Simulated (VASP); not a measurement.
# CuSbSe4 (P-6m2) in VASP: a series of runs

CuSbSe4 is run at these levels: PBE; tasks: relaxation of cell and atoms, single point.

Everything below comes from runs of VASP 6.6.1. Logs are shortened: lines on timing, memory, paths and dates and some standing lists are left out, and cuts for length are marked.

**1. The cell of the first run**

Symmetry: P-6m2, No. 187, hexagonal system. The conventional cell has a = 3.874 Å, b = 3.874 Å, c = 10.599 Å, α = 90.00°, β = 90.00°, γ = 120.00°. Within 3.4 Å of Cu (site symmetry -6m2) lie 6 Se at 2.57 Å. Within 3.9 Å of Sb (site symmetry -6m2) lie 6 Se at 2.91 Å and 6 Sb at 3.87 Å. Within 3.3 Å of Se (site symmetry 3m) lie 4 Se at 2.52 to 3.12 Å and 3 Cu at 2.57 Å. Within 3.9 Å of Se (site symmetry 3m) lie 3 Sb at 2.91 Å and 10 Se at 3.12 to 3.87 Å.

The cell was generated, and may not be a known phase.

**2. Relaxation of cell and atoms, PBE**

Contents of INCAR:

```
PREC = Accurate
ENCUT = 600
EDIFF = 1E-6
ISMEAR = 0
SIGMA = 0.1
LREAL = False
LASPH = True
NELM = 80
ALGO = Normal
ISIF = 3
LWAVE = False
LCHARG = False
GGA = PE
IBRION = 2
NSW = 100
EDIFFG = -0.01
```

Contents of KPOINTS:

```
regular mesh
0
Gamma
  12 12 4
```

Contents of POSCAR:

```
CuSbSe4
1.0
    3.8741368466      0.0000000000      0.0000000000
   -1.9370684233      3.3551009269      0.0000000000
    0.0000000000      0.0000000000     10.5988060523
Cu Sb Se
1 1 4
Direct
    0.6666666667      0.3333333333      0.5000000000
    0.6666666667      0.3333333333      0.0000000000
    0.3333333333      0.6666666667      0.6188438386
    0.0000000000      0.0000000000      0.8245229321
    0.0000000000      0.0000000000      0.1754770679
    0.3333333333      0.6666666667      0.3811561614
```

Potentials or basis: VASP PAW PBE potentials, release 64 (Cu, Sb, Se).

Command:

```bash
cat potpaw_PBE.64/Cu/POTCAR potpaw_PBE.64/Sb/POTCAR potpaw_PBE.64/Se/POTCAR > POTCAR
mpirun -np 1 vasp_std > vasp.out
```

OUTCAR:

```text
PREC = Accurate
   ENCUT = 600
   EDIFF = 1E-6
   ISMEAR = 0
   LREAL = False
   LASPH = True
   NELM = 80
   ISIF = 3
   GGA = PE
   IBRION = 2
   NSW = 100
   EDIFFG = -0.01

 ion  position               nearest neighbor table
   1  0.667  0.333  0.500-   3 2.57   6 2.57   3 2.57   6 2.57   3 2.57   6 2.57
   2  0.667  0.333  0.000-   4 2.91   5 2.91   4 2.91   5 2.91   4 2.91   5 2.91
   3  0.333  0.667  0.619-   6 2.52   1 2.57   1 2.57   1 2.57
   4  0.000  0.000  0.825-   2 2.91   2 2.91   2 2.91
   5  0.000  0.000  0.175-   2 2.91   2 2.91   2 2.91
   6  0.333  0.667  0.381-   3 2.52   1 2.57   1 2.57   1 2.57

  LATTYP: Found a hexagonal cell.
 ALAT       =     3.8741368466
 C/A-ratio  =     2.7357851496

  Lattice vectors:

 A1 = (   3.8741368466,   0.0000000000,   0.0000000000)
 A2 = (  -1.9370684233,   3.3551009269,   0.0000000000)
 A3 = (   0.0000000000,   0.0000000000,  10.5988060523)

Analysis of symmetry for initial positions (statically):
=====================================================================
 Subroutine PRICEL returns:
 Original cell was already a primitive cell.

 Routine SETGRP: Setting up the symmetry group for a
 hexagonal supercell.

 Subroutine GETGRP returns: Found 12 space group operations
 (whereof 12 operations were pure point group operations)
 out of a pool of 24 trial point group operations.

The static configuration has the point symmetry D_3h.

Analysis of symmetry for dynamics (positions and initial velocities):
=====================================================================
 Subroutine PRICEL returns:
 Original cell was already a primitive cell.

 Routine SETGRP: Setting up the symmetry group for a
 hexagonal supercell.

 Subroutine GETGRP returns: Found 12 space group operations
 (whereof 12 operations were pure point group operations)
 out of a pool of 24 trial point group operations.

The dynamic configuration has the point symmetry D_3h.

 Subroutine INISYM returns: Found 12 space group operations
 (whereof 12 operations are pure point group operations),
 and found     1 'primitive' translations

----------------------------------------------------------------------------------------

                                     Primitive cell

  volume of cell :     137.7646

  direct lattice vectors                    reciprocal lattice vectors
     3.874136847  0.000000000  0.000000000     0.258122013  0.149026813  0.000000000
    -1.937068423  3.355100927  0.000000000     0.000000000  0.298053627  0.000000000
     0.000000000  0.000000000 10.598806052     0.000000000  0.000000000  0.094350250

  length of vectors
     3.874136847  3.874136847 10.598806052     0.298053627  0.298053627  0.094350250

  position of ions in fractional coordinates (direct lattice)
     0.666666667  0.333333333  0.500000000
     0.666666667  0.333333333  0.000000000
     0.333333333  0.666666667  0.618843839
     0.000000000  0.000000000  0.824522932
     0.000000000  0.000000000  0.175477068
     0.333333333  0.666666667  0.381156161

  ion indices of the primitive-cell ions
   primitive index   ion index
                 1           1
                 2           2
                 3           3
                 4           4
                 5           5
                 6           6

----------------------------------------------------------------------------------------

 KPOINTS: regular mesh

Automatic generation of k-mesh.
 Grid dimensions read from file:
 generate k-points for:   12   12    4

 Generating k-lattice:

  Cartesian coordinates                     Fractional coordinates (reciprocal lattice)
     0.021510168  0.012418901  0.000000000     0.083333333  0.000000000  0.000000000
     0.000000000  0.024837802  0.000000000     0.000000000  0.083333333  0.000000000
     0.000000000  0.000000000  0.023587562     0.000000000  0.000000000  0.250000000

  Length of vectors
     0.024837802  0.024837802  0.023587562

  Shift w.r.t. Gamma in fractional coordinates (k-lattice)
     0.000000000  0.000000000  0.000000000

 Subroutine IBZKPT returns following result:
 ===========================================

 Found     57 irreducible k-points:

 Following reciprocal coordinates:
            Coordinates               Weight
  0.000000  0.000000  0.000000      1.000000
  0.083333  0.000000  0.000000      6.000000
  0.166667  0.000000  0.000000      6.000000
  0.250000  0.000000  0.000000      6.000000
  0.333333  0.000000  0.000000      6.000000
  0.416667  0.000000  0.000000      6.000000
[... 16 lines left out ...]
  0.250000  0.000000  0.250000     12.000000
  0.333333  0.000000  0.250000     12.000000
 [... further k-points ...]
   k-points           NKPTS =     57   k-points in BZ     NKDIM =     57   number of bands    NBANDS=     24
   number of dos      NEDOS =    301   number of ions     NIONS =      6
   total plane-waves  NPLWV =  92160
   dimension x,y,z NGX =    32 NGY =   32 NGZ =   90
   dimension x,y,z NGXF=    64 NGYF=   64 NGZF=  180
   ions per type =               1   1   4
   NGX,Y,Z   is equivalent  to a cutoff of  13.73, 13.73, 14.12 a.u.
   NGXF,Y,Z  is equivalent  to a cutoff of  27.46, 27.46, 28.23 a.u.
 SYSTEM =  unknown system
   PREC   = accura    normal or accurate (medium, high low for compatibility)
   ISTART =      0    job   : 0-new  1-cont  2-samecut
   ICHARG =      2    charge: 1-file 2-atom 10-const
   ISPIN  =      1    spin polarized calculation?
   LNONCOLLINEAR =      F non collinear calculations
   LSORBIT =      F    spin-orbit coupling
   LASPH  =      T    aspherical Exc in radial PAW
   ENCUT  =  600.0 eV  44.10 Ry    6.64 a.u.   7.74  7.74 21.17*2*pi/ulx,y,z
   NELM   =     80;   NELMIN=  2; NELMDL= -5     # of ELM steps
   EDIFF  = 0.1E-05   stopping-criterion for ELM
   LREAL  =      F    real-space projection
   EDIFFG = -.1E-01   stopping-criterion for IOM
   NSW    =    100    number of steps for IOM
   IBRION =      2    ionic relax: 0-MD 1-quasi-New 2-CG
   NFREE  =      1    steps in history (QN), initial steepest desc. (CG)
   ISIF   =      3    stress and relaxation
   ISYM   =      2    0-nonsym 1-usesym 2-fastsym
   POTIM  = 0.5000    time-step for ionic-motion
   TEBEG  =    0.0;   TEEND  =   0.0 temperature during run
   PSTRESS=    0.0 pullay stress
   NELECT =      40.0000    total number of electrons
   NUPDOWN=      -1.0000    fix difference up-down
   EMIN   =  10.00;   EMAX   =-10.00  energy-range for DOS
   EFERMI =   0.00;   METHOD = LEGACY
   ISMEAR =     0;   SIGMA  =   0.10  broadening in eV -4-tet -1-fermi 0-gaus
   EFERMI_NEDOS =   21; number of points for ismear=-14 and -15
   IALGO  =     38    algorithm
   IMIX   =      4    mixing-type and parameters
     AMIX     =   0.40;   BMIX     =  1.00
     AMIX_MAG =   1.60;   BMIX_MAG =  1.00
  volume/ion in A,a.u.               =      22.96       154.95
  Fermi-wavevector in a.u.,A,eV,Ry     =   1.084049  2.048556 15.989059  1.175163
  Thomas-Fermi vector in A             =   2.220130
   LORBIT       =      0    0 simple, 1 ext, 2 COOP (PROOUT), +10 PAW based schemes
   GGA     = PE    functional components
   LHFCALC =     F    Hartree Fock is set to
   AEXX    =    0.0000 exact exchange contribution
   IVDW    =     0    specifies the selected vdW correction
   LEPSILON=     F    determine dielectric tensor
   LRPA    =     F    only Hartree local field effects (RPA)
 conjugate gradient relaxation of ions
 non-spin polarized calculation
 Gauss-broadening in eV      SIGMA  =   0.10
  energy-cutoff  :      600.00
  volume of cell :      137.76
 maximum number of plane-waves:      4632
 NGX is ok and might be reduce to    32
   NGX = 15   NGY = 15   NGZ = 43

--------------------------------------- Ionic step        1  -------------------------------------------

 number of electron      40.0000003 magnetization

 Free energy of the ion-electron system (eV)
  ---------------------------------------------------
  ext. energy  EPLUGINS =         0.00000000
  ---------------------------------------------------
  free energy    TOTEN  =       -21.81336194 eV

  energy without entropy =      -21.80284402  energy(sigma->0) =      -21.80810298

------------------------ aborting loop because EDIFF is reached ----------------------------------------

  FORCE on cell =-STRESS in cart. coord.  units (eV):
  Direction    XX          YY          ZZ          XY          YZ          ZX
  --------------------------------------------------------------------------------------
  -------------------------------------------------------------------------------------
  Total       -0.8745600     -0.8745600      0.9862788      0.0000000      0.0000000      0.0000000
  in kB      -10.1709776    -10.1709776     11.4702471      0.0000000      0.0000000      0.0000000
  external PRESSURE =      -2.9572360 kB  Pullay stress =       0.0000000 kB
[... 101 lines left out ...]
  FREE ENERGIE OF THE ION-ELECTRON SYSTEM (eV)
  ---------------------------------------------------
  free  energy   TOTEN  =       -21.8403205220 eV

  energy  without entropy=      -21.8290809920  energy(sigma->0) =      -21.83470076

 E-fermi :   4.9200     XC(G=0):  -9.8946

 val. band max:        4.9149640005   @ k =   0.5000   0.0000   0.5000
 cond. band min:       4.9282153192   @ k =   0.4167   0.0000   0.5000
 fundamental gap:      0.0132513187
 Fermi energy:         4.9200463494

 k-point     1 :       0.0000    0.0000    0.0000
  band No.  band energies     occupation
      1     -10.2148      2.00000
      2      -9.0566      2.00000
      3      -8.6610      2.00000
      4      -7.1221      2.00000
      5      -3.8029      2.00000
      6      -0.1338      2.00000
[... 637 lines left out ...]
     23       6.9234      0.00000
     24       7.7814      0.00000

 [... further k-points ...]

[... ionic steps 4 to 15 ...]

--------------------------------------- Ionic step       16  -------------------------------------------

 number of electron      39.9999996 magnetization

------------------------ aborting loop because EDIFF is reached ----------------------------------------
[... 75 lines left out ...]
--------------------------------------- Ionic step       18  -------------------------------------------

 number of electron      39.9999996 magnetization

 Free energy of the ion-electron system (eV)
  ---------------------------------------------------
  ext. energy  EPLUGINS =         0.00000000
  ---------------------------------------------------
  free energy    TOTEN  =       -21.85382942 eV

  energy without entropy =      -21.84070456  energy(sigma->0) =      -21.84726699

 E-fermi :   4.8077     XC(G=0):  -9.8332

 val. band max:        4.8058286396   @ k =   0.0000   0.0000   0.0000
 cond. band min:       4.8168444736   @ k =   0.4167   0.1667   0.2500
 fundamental gap:      0.0110158340
 Fermi energy:         4.8077102467

 k-point     1 :       0.0000    0.0000    0.0000
  band No.  band energies     occupation
      1     -10.3706      2.00000
      2      -9.1930      2.00000
      3      -8.6579      2.00000
      4      -7.2723      2.00000
      5      -3.8401      2.00000
      6      -0.2965      2.00000
[... 637 lines left out ...]
     23       6.8077      0.00000
     24       7.7088      0.00000

 [... further k-points ...]

------------------------ aborting loop because EDIFF is reached ----------------------------------------

  FORCE on cell =-STRESS in cart. coord.  units (eV):
  Direction    XX          YY          ZZ          XY          YZ          ZX
  --------------------------------------------------------------------------------------
  -------------------------------------------------------------------------------------
  Total        0.0387532      0.0387532     -0.0002555      0.0000000      0.0000000      0.0000000
  in kB        0.4485606      0.4485606     -0.0029578      0.0000000      0.0000000      0.0000000
  external PRESSURE =       0.2980545 kB  Pullay stress =       0.0000000 kB
[... 21 lines left out ...]
  FREE ENERGIE OF THE ION-ELECTRON SYSTEM (eV)
  ---------------------------------------------------
  free  energy   TOTEN  =       -21.8538294163 eV

  energy  without entropy=      -21.8407045591  energy(sigma->0) =      -21.84726699

 reached required accuracy - stopping structural energy minimisation
```

Wall time 29 min (1 thread of AMD EPYC 9R45 (Zen 5), shared host); peak memory 0.46 GiB.

Results:

| Property | Result |
| --- | --- |
| Free energy | -21.8538 eV |
| Relaxed volume | 23.07 Å³/atom |
| Relaxed cell | a = 3.822 Å, b = 3.822 Å, c = 10.944 Å, α = 90.00°, β = 90.00°, γ = 120.00° |
| Space group after relaxing (to 0.1 Å) | P-6m2 (No. 187) |
| Energy gained by relaxing | 6.7 meV/atom |
| Ionic steps | 18 |
| Pressure after relaxing | 0.0 GPa |
| Largest force after relaxing | 0.010 eV/Å |
| Band gap on the k mesh | zero (bands 20 and 21 overlap by 0.70 eV) |

Forces on the atoms (eV/Å):
```
Cu   0.000  0.000  0.000
Sb   0.000  0.000  0.000
Se   0.000  0.000 -0.010
Se   0.000  0.000  0.007
Se   0.000  0.000 -0.007
Se   0.000  0.000  0.010
```

Step by step:
```csv
step,energy change (eV),largest force (eV/Å),pressure (GPa),volume (Å³)
1,0.0000,0.2180,-0.30,137.76
2,-0.0191,0.1698,0.03,136.91
3,-0.0270,0.1758,0.55,135.34
4,-0.0283,0.1496,0.41,135.76
5,-0.0342,0.1406,0.04,136.94
6,-0.0359,0.1321,-0.72,139.65
7,-0.0371,0.1343,-0.47,138.62
8,-0.0400,0.0529,-0.16,138.58
9,-0.0403,0.0305,-0.03,138.56
10,-0.0403,0.0286,-0.06,138.56
11,-0.0404,0.0193,0.02,138.45
12,-0.0404,0.0142,0.05,138.38
13,-0.0404,0.0121,0.01,138.36
14,-0.0404,0.0096,0.06,138.32
15,-0.0404,0.0106,0.09,138.33
16,-0.0404,0.0117,0.09,138.34
17,-0.0404,0.0122,0.08,138.35
18,-0.0405,0.0099,0.03,138.42
```

Final structure:
```
Cu Sb Se
1.0
     3.82161    0.00000    0.00000
    -1.91080    3.30961    0.00000
     0.00000    0.00000   10.94395
Cu Sb Se
1 1 4
Direct
  0.66667 0.33333 0.50000
  0.66667 0.33333 0.00000
  0.33333 0.66667 0.61577
  0.00000 0.00000 0.83036
  0.00000 0.00000 0.16964
  0.33333 0.66667 0.38423
```

Caveat: spin-orbit coupling is left out, which moves the levels of the heavy elements.

**3. Single point, PBE, collinear spin**

Contents of INCAR:

```
SYSTEM = CuSbSe4
PREC = Accurate ; ENCUT = 520
EDIFF = 1E-6 ; ISMEAR = 0
SIGMA = 0.15 ; LREAL = .FALSE.
LASPH = .TRUE. ; NELM = 150
ALGO = Normal ; ISIF = 2
LWAVE = .FALSE. ; LCHARG = .TRUE.
ISPIN = 2 ; MAGMOM = 1 0 0 0 0 0
LORBIT = 11 ; LMAXMIX = 4
GGA = PE ; LELF = .TRUE.
LVHAR = .TRUE. ; NBANDS = 33
```

Contents of KPOINTS:

```
Automatic mesh
0
G
  4 4 1
  0 0 0
```

POSCAR, as its differences from that of step 2:

```diff
@@ -2,4 +2,4 @@
 1.0
-    3.8741368466      0.0000000000      0.0000000000
-   -1.9370684233      3.3551009269      0.0000000000
+    3.8741368466      0.0000000032      0.0000000000
+   -1.9370684261      3.3551009253      0.0000000000
     0.0000000000      0.0000000000     10.5988060523
```

Potentials or basis: VASP PAW PBE potentials, release 64 (Cu, Sb, Se).

Command:

```bash
cat potpaw_PBE.64/Cu/POTCAR potpaw_PBE.64/Sb/POTCAR potpaw_PBE.64/Se/POTCAR > POTCAR
mpirun -np 1 vasp_std > vasp.out
```

Run time: 44 s. Hardware: 1 thread of Intel Xeon 6975P-C (Granite Rapids), shared host; peak memory 0.3 GiB.

The run converged. Its results:

```
Free energy                                           : -21.8651 eV
Pressure                                              : 0.6 GPa
Largest force                                         : 0.082 eV/Å
Band gap on the k mesh                                : zero (filled and empty bands touch)
Net moment                                            : 0.00 μB per cell
Valence electrons inside the program's atomic spheres : Cu 9.87; Sb 2.30; Se 3.70, 3.74 (each value once)
```

Forces in eV/Å, atoms in the order of the input:
```
Cu   0.000  0.000  0.000
Sb   0.000  0.000  0.000
Se   0.000  0.000  0.082
Se   0.000  0.000 -0.008
Se   0.000  0.000  0.008
Se   0.000  0.000 -0.082
```

Levels at points of the mesh, in eV from the Fermi level:
Spin up:
```
           k point  band 18  band 19  band 20  band 21  band 22  band 23
(0.00, 0.00, 0.00)    -0.97    -0.29     0.09     0.09     0.53     1.82
(0.50, 0.00, 0.00)    -1.81    -0.81    -0.65     0.21     0.49     0.89
```
Spin down:
```csv
k point,band 18,band 19,band 20,band 21,band 22,band 23
"(0.00, 0.00, 0.00)",-0.97,-0.29,0.09,0.09,0.53,1.82
"(0.50, 0.00, 0.00)",-1.81,-0.81,-0.65,0.21,0.49,0.89
```

Caveat: the k points lie up to 0.59 Å⁻¹ apart; spin-orbit coupling is left out, which moves the levels of the heavy elements. With open d or f shells a metallic result of PBE can be an artefact of self-interaction; +U or a hybrid may open a gap.

[end of part 1 of 2]

The gap in the log of VASP goes by the Fermi energy; the results here count the filled bands.